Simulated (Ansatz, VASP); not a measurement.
**Ir in VASP and in Ansatz**

INCAR

```
SYSTEM = Ir
PREC = Accurate
ENCUT = 520
EDIFF = 1E-7
ISMEAR = 0
SIGMA = 0.15
LREAL = .False.
LASPH = .True.
NELM = 60
ALGO = Normal
ISIF = 2
LWAVE = .False.
LCHARG = .False.
GGA = PE
NBANDS = 10
```

File KPOINTS:

```
Automatic mesh
0
Gamma
  22 22 22
  0 0 0
```

The input POSCAR:

```
Ir
1.0
    0.0000000000      1.8621090000      1.8621090000
    1.8621090000      0.0000000000      1.8621090000
    1.8621090000      1.8621090000      0.0000000000
Ir
1
Direct
    0.0000000000      0.0000000000      0.0000000000
```

Input for Ansatz:

```yaml
crystal:
  lattice:
    - [0.0, 1.862109, 1.862109]
    - [1.862109, 0.0, 1.862109]
    - [1.862109, 1.862109, 0.0]
  atoms:
    - { symbol: Ir, position: [0.0, 0.0, 0.0] }
basis:
  ecutwfc: 420
kpoints:
  mp_grid: { grid: [22, 22, 22] }
hamiltonian:
  xc: pbe
scf:
  occupations: { method: gaussian, width: 0.15 }
output:
  forces: true
  stress: true
  eigenvalues: true
  write_density: true
  write_potential: true
  elf: true
  volumetric_format: npy
```

Change from the starting cell: strain -0.030 along x and y, -0.030 along z, atoms carried along.

Alike in both runs: task single point; functional PBE; k mesh 22 × 22 × 22; occupations gaussian, width 0.15 eV; no spin polarisation.

|  | VASP | Ansatz |
| --- | --- | --- |
| version | VASP 6.6.1 | Ansatz 0.2.0 |
| potentials or method | VASP PAW PBE potentials, release 64 (Ir), cutoff 520 eV | scalar-relativistic, plane waves, PAW |
| valence electrons in the cell | 9 | 17 |

```tsv
	VASP	Ansatz	Ansatz less VASP
gap on the k mesh at the Fermi level (eV)	none	none	-
pressure (GPa)	55.4	54.1	-1.30
```

A gap of «none» marks a metal or a gap that the smearing closes. Both programs put the cell under a high pressure, so it lies far from rest at this level. The functional is the same, so the differences come from potentials, cutoffs and numerics. VASP's potentials hold 9 valence electrons a cell and Ansatz's 17, so a difference there can come from the potentials and not from the codes.

Spin-orbit coupling is off throughout.
